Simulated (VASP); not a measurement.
Li: single point with PBE+D3(BJ)

Li:

```xyz
2
Lattice="2.9532 0.0000 0.0000 -1.4766 2.5575 0.0000 0.0000 0.0000 4.8441" Properties=species:S:1:pos:R:3 pbc="T T T"
Li    0.0000    1.7050    1.2110
Li    1.4766    0.8525    3.6331
```

- Program: VASP 6.6.1
- Task: single point
- Functional: PBE
- Dispersion: D3(BJ)
- Potentials or basis: VASP PAW PBE potentials, release 64 (Li_sv)
- Cutoff: 520 eV
- k mesh: 18 × 18 × 10
- Occupations: gaussian, width 0.1 eV
- Spin: no spin polarisation
- Dipole correction: no
- Further INCAR settings: ALGO = Normal; EDIFF = 1e-06; NBANDS = 10

| Item | Value |
| --- | --- |
| Band gap on the k mesh | zero (band 3 reaches 3.23 eV, above the bottom of band 4 at -1.62 eV) |
| Dispersion energy per atom | -0.187 eV |

Levels at points of the mesh, in eV from the Fermi level:
| k point | band 1 | band 2 | band 3 | band 4 | band 5 | band 6 |
| --- | --- | --- | --- | --- | --- | --- |
| (0.00, 0.00, 0.00) | -46.35 | -46.33 | -3.68 | -0.08 | 3.25 | 13.44 |
| (0.50, 0.00, 0.00) | -46.33 | -46.32 | -0.10 | 1.17 | 4.99 | 6.19 |
| (0.00, 0.00, 0.50) | -46.34 | -46.34 | -2.54 | -2.54 | 8.51 | 8.51 |
| (0.50, 0.00, 0.50) | -46.32 | -46.32 | 0.70 | 0.70 | 3.86 | 3.86 |

Wall time 25 s on 1 thread of Intel(R) Xeon(R) Platinum 8488C (Sapphire Rapids), on a shared host, peak memory 0.19 GiB.
